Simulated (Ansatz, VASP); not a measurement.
**Two plane-wave programs on KBr**

POSCAR

```
KBr
1.0
    0.0000000000      3.3022478341      3.3022478341
    3.3022478341      0.0000000000      3.3022478341
    3.3022478341      3.3022478341      0.0000000000
K Br
1 1
Direct
    0.0000000000      0.0000000000      0.0000000000
    0.5000000000      0.5000000000      0.5000000000
```

The input INCAR.step1:

```
SYSTEM = KBr
PREC = Accurate ; ENCUT = 520
EDIFF = 1E-5 ; ISMEAR = 0
SIGMA = 0.01 ; LREAL = .FALSE.
LASPH = .TRUE. ; NELM = 60
ALGO = Normal ; ISIF = 2
LWAVE = .TRUE. ; LCHARG = .FALSE.
GGA = PE ; NBANDS = 15
```

INCAR.step2

```
SYSTEM = KBr
PREC = Accurate ; ENCUT = 520
EDIFF = 1E-6 ; ISMEAR = 0
SIGMA = 0.01 ; LREAL = .FALSE.
LASPH = .TRUE. ; NELM = 60
ALGO = Normal ; ISIF = 2
LWAVE = .FALSE. ; LCHARG = .FALSE.
GGA = PE ; LHFCALC = .TRUE.
AEXX = 0.2 ; HFSCREEN = 0.5
PRECFOCK = Normal ; ISTART = 1
NBANDS = 15
```

KPOINTS

```
Automatic mesh
0
G
  4 4 4
  0 0 0
```

Input for Ansatz:

```yaml
crystal:
  lattice:
    - [0.0, 3.3022478341, 3.3022478341]
    - [3.3022478341, 0.0, 3.3022478341]
    - [3.3022478341, 3.3022478341, 0.0]
  atoms:
    - { symbol: K, position: [0.0, 0.0, 0.0] }
    - { symbol: Br, position: [0.5, 0.5, 0.5] }
kpoints:
  mp_grid: { grid: [4, 4, 4] }
hamiltonian:
  xc: { exchange: pbe, correlation: pbe, exx: { coeff: 0.2, omega: 0.5 } }
scf:
  occupations: { method: fixed }
  n_extra_bands: 4
output:
  forces: true
  stress: true
  eigenvalues: true
```

Alike in both runs: task single point; functional PBE-based screened hybrid; k mesh 4 × 4 × 4; no spin polarisation.

```csv
,VASP,Ansatz
version,VASP 6.6.1,Ansatz 0.2.0
potentials or method,"VASP PAW PBE potentials, release 64 (K_sv, Br)",plane waves
plane-wave cutoff (eV),520,420
occupations,"gaussian, width 0.01 eV",fixed
valence electrons in the cell,16,16
```

|  | VASP | Ansatz | Ansatz less VASP |
| --- | --- | --- | --- |
| gap on the k mesh at the Fermi level (eV) | 4.90 | 4.90 | +0.003 |
| pressure (GPa) | 0.5 | 0.5 | -0.03 |

VASP's potentials were made for PBE, not for PBE-based screened hybrid. Ansatz's warnings: stress exchange threshold loose, stress scf threshold loose.
